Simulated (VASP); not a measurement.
A run of VASP 6.6.1 is set up as follows.

The input INCAR:

```
ALGO = Normal
EDIFF = 1E-7
ENCUT = 520
GGA = PE
ISIF = 2
ISMEAR = 0
LASPH = True
LCHARG = True
LELF = True
LREAL = False
LVHAR = True
LWAVE = False
NBANDS = 22
NELM = 60
PREC = Accurate
SIGMA = 0.1
```

Contents of KPOINTS:

```
k-points
0
Gamma
  6 6 6
```

Contents of POSCAR:

```
ZrC4
1.0
   -2.6800953926      2.6800953926      1.7223346960
    2.6800953926     -2.6800953926      1.7223346960
    2.6800953926      2.6800953926     -1.7223346960
Zr C
1 4
Direct
    0.0000000000      0.0000000000      0.0000000000
    0.5766546326      0.8895822309      0.4662368635
    0.8895822309      0.4233453674      0.3129275984
    0.1104177691      0.5766546326      0.6870724016
    0.4233453674      0.1104177691      0.5337631365
```

Potentials or basis: VASP PAW PBE potentials, release 64 (Zr_sv, C).

The run is started by

```sh
$ cat potpaw_PBE.64/Zr_sv/POTCAR potpaw_PBE.64/C/POTCAR > POTCAR
$ mpirun -np 1 vasp_std > vasp.out
```

Task: Estimate the pressure.

Result: 0.4 GPa.

Task: Predict the largest force.

Result: 0.044 eV/Å.

Task: Estimate the band gap on the k mesh.

Result: Zero (bands 14 and 15 overlap by 2.01 eV).

Forces in eV/Å, atoms in the order of the input:
```
Zr   0.000  0.000  0.000
C   -0.040  0.019  0.000
C   -0.019 -0.040  0.000
C    0.019  0.040  0.000
C    0.040 -0.019  0.000
```

Caveat: the k points lie up to 0.36 Å⁻¹ apart, too coarse for converged energies and pressures of a metal.
